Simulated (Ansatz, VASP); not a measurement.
MgH2 in VASP and in Ansatz

The input INCAR:

```
PREC = Accurate
ENCUT = 520
EDIFF = 1E-6
ISMEAR = 0
SIGMA = 0.1
LREAL = F
LASPH = T
NELM = 60
ALGO = Normal
ISIF = 2
LWAVE = F
LCHARG = F
GGA = PS
NBANDS = 9
```

KPOINTS

```
Automatic mesh
0
Gamma
  16 16 16
```

Contents of POSCAR:

```
MgH2
1.0
    0.0000000000      2.4282122966      2.4282122966
    2.4282122966      0.0000000000      2.4282122966
    2.4282122966      2.4282122966      0.0000000000
Mg H
1 2
Direct
    0.0000000000      0.0000000000      0.0000000000
    0.7500000000      0.7500000000      0.7500000000
    0.2500000000      0.2500000000      0.2500000000
```

Input for Ansatz:

```yaml
crystal:
  lattice:
    - [0.0, 2.4282122966, 2.4282122966]
    - [2.4282122966, 0.0, 2.4282122966]
    - [2.4282122966, 2.4282122966, 0.0]
  atoms:
    - { symbol: Mg, position: [0.0, 0.0, 0.0] }
    - { symbol: H, position: [0.75, 0.75, 0.75] }
    - { symbol: H, position: [0.25, 0.25, 0.25] }
basis:
  ecutwfc: 420
kpoints:
  mp_grid: { grid: [16, 16, 16] }
hamiltonian:
  xc: pbesol
scf:
  occupations: { method: gaussian, width: 0.1 }
output:
  forces: true
  stress: true
  eigenvalues: true
  populations: true
```

Alike in both runs: task single point; functional PBEsol; k mesh 16 × 16 × 16; occupations gaussian, width 0.1 eV; no spin polarisation.

|  | VASP | Ansatz |
| --- | --- | --- |
| version | VASP 6.6.1 | Ansatz 0.2.0 |
| potentials or method | VASP PAW PBE potentials, release 64 (Mg, H), cutoff 520 eV | scalar-relativistic, plane waves, PAW |
| valence electrons in the cell | 4 | 12 |

```csv
,VASP,Ansatz,Ansatz less VASP
gap on the k mesh at the Fermi level (eV),none,none,-
pressure (GPa),-4.6,-4.3,+0.31
```

VASP's potentials were made for PBE, not for PBEsol. A gap of «none» marks a metal or a gap that the smearing closes. VASP's potentials hold 4 valence electrons a cell and Ansatz's 12, so a difference there can come from the potentials and not from the codes.
